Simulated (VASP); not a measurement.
Runs of VASP 6.6.1 on InP. The structure is that of space group P6_3/mmc (No. 194), or close to it. The cells are those of the table. 

| task | level | cell | cutoff (eV) | gap on the mesh (eV) | pressure (GPa) | relaxed volume (Å³/atom) |
| --- | --- | --- | --- | --- | --- | --- |
| relaxation of cell and atoms | r2SCAN | relaxed from a = 4.477, b = 4.477, c = 5.881 Å, angles 90.0, 90.0, 120.0°, 4 atoms | 600 | none | 0.0 | (a) |
| relaxation of cell and atoms | PBE | relaxed from a = 4.245, b = 4.245, c = 5.306 Å, angles 90.0, 90.0, 120.0°, 4 atoms | 600 | none | 0.0 | 25.51 |
| single point | PBE | a = 4.477, b = 4.477, c = 5.881 Å, angles 90.0, 90.0, 120.0°, 4 atoms | 520 | none | 0.0 | - |
| single point | PBE | a = 4.393, b = 4.393, c = 5.973 Å, angles 90.0, 90.0, 120.0°, 4 atoms | 520 | none | 1.6 | - |
| single point | r2SCAN | a = 4.393, b = 4.393, c = 5.973 Å, angles 90.0, 90.0, 120.0°, 4 atoms | 520 | none | -0.1 | - |

Alike in all rows: potentials or basis VASP PAW PBE potentials, release 64 (In_d, P); no spin polarisation; k mesh 6 × 6 × 4; smearing fermi-dirac 0.02 eV.

Task: Estimate the missing entries.

Result: (a) 24.96.

Caveats: spin-orbit coupling is left out, which moves the levels of the heavy elements; semilocal functionals underestimate gaps, and a narrow one can read as zero (at least some runs); the PAW data sets were made with another functional, which shifts forces and pressure a little (at least some runs); the volume moved by over 15 % at a fixed basis, so the end points are rough (at least some runs).

A k mesh can miss the band edges, and the runs leave out spin-orbit coupling on In.

A gap of «none» marks levels without a gap at the run's occupations.
